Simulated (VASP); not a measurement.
Runs of VASP 6.6.1 on Cu. The structure is that of space group P6_3/mmc (No. 194), or close to it. The cells are those of the table. 

```csv
level,potentials or basis,cell,k mesh,smearing,gap on the mesh (eV),pressure (GPa)
PBEsol+D3(BJ),"VASP PAW PBE potentials, release 64 (Cu)","a = 2.496, b = 2.496, c = 4.065 Å, angles 90.0, 90.0, 120.0°, 2 atoms",12 × 12 × 7,fermi-dirac 0.05 eV,none,-1.7
PBE,"VASP PAW PBE potentials, release 64 (Cu)","a = 2.534, b = 2.534, c = 4.113 Å, angles 90.0, 90.0, 120.0°, 2 atoms",12 × 12 × 7,gaussian 0.012 eV,none,(d)
PBEsol,"VASP PAW PBE potentials, release 64 (Cu)","a = 2.482, b = 2.482, c = 4.029 Å, angles 90.0, 90.0, 120.0°, 2 atoms",12 × 12 × 7,fermi-dirac 0.05 eV,none,10.8
PBE,"VASP PAW PBE potentials, release 64 (Cu)","a = 2.534, b = 2.534, c = 4.113 Å, angles 90.0, 90.0, 120.0°, 2 atoms",10 × 10 × 6,fermi-dirac 0.1 eV,none,8.0
PBEsol,"VASP PAW PBE potentials, release 64 (Cu)","a = 2.534, b = 2.534, c = 4.113 Å, angles 90.0, 90.0, 120.0°, 2 atoms",7 × 7 × 4,fermi-dirac 0.05 eV,none,-1.3
PBEsol,"VASP PAW PBE potentials, release 64 (Cu)","a = 2.534, b = 2.523, c = 4.113 Å, angles 90.0, 90.0, 119.6°, 2 atoms",10 × 10 × 6,fermi-dirac 0.05 eV,none,(a)
r2SCAN,"VASP PAW PBE potentials, release 64 (Cu)","a = 2.534, b = 2.534, c = 4.113 Å, angles 90.0, 90.0, 120.0°, 2 atoms",12 × 12 × 7,fermi-dirac 0.05 eV,none,1.1
LDA,"VASP PAW LDA potentials, release 64 (Cu)","a = 2.534, b = 2.534, c = 4.113 Å, angles 90.0, 90.0, 120.0°, 2 atoms",7 × 7 × 4,fermi-dirac 0.05 eV,none,-7.6
LDA,"VASP PAW LDA potentials, release 64 (Cu)","a = 2.482, b = 2.482, c = 4.029 Å, angles 90.0, 90.0, 120.0°, 2 atoms",12 × 12 × 7,fermi-dirac 0.05 eV,none,3.6
PBEsol,"VASP PAW PBE potentials, release 64 (Cu)","a = 2.500, b = 2.500, c = 4.057 Å, angles 90.0, 90.0, 120.0°, 2 atoms",12 × 12 × 7,fermi-dirac 0.05 eV,none,7.4
PBEsol,"VASP PAW PBE potentials, release 64 (Cu)","a = 2.534, b = 2.534, c = 4.113 Å, angles 90.0, 90.0, 120.0°, 2 atoms",12 × 12 × 7,fermi-dirac 0.05 eV,none,(b)
BLYP,"VASP PAW PBE potentials, release 64 (Cu)","a = 2.633, b = 2.633, c = 4.244 Å, angles 90.0, 90.0, 120.0°, 2 atoms",12 × 12 × 7,fermi-dirac 0.05 eV,none,(c)
```

Alike in all rows: task single point; no spin polarisation; cutoff (eV) 520.

Problem. Estimate the missing entries.

Solution. (a) -0.6; (b) -0.7; (c) 0.6; (d) 7.8.

Caveats: some runs use coarse meshes; the PAW data sets were made with another functional, which shifts forces and pressure a little (some runs); three body term missing (some runs); pairwise dispersion overbinds metals, which lowers pressure and volume (some runs).

A gap of «none» marks levels without a gap at the run's occupations.
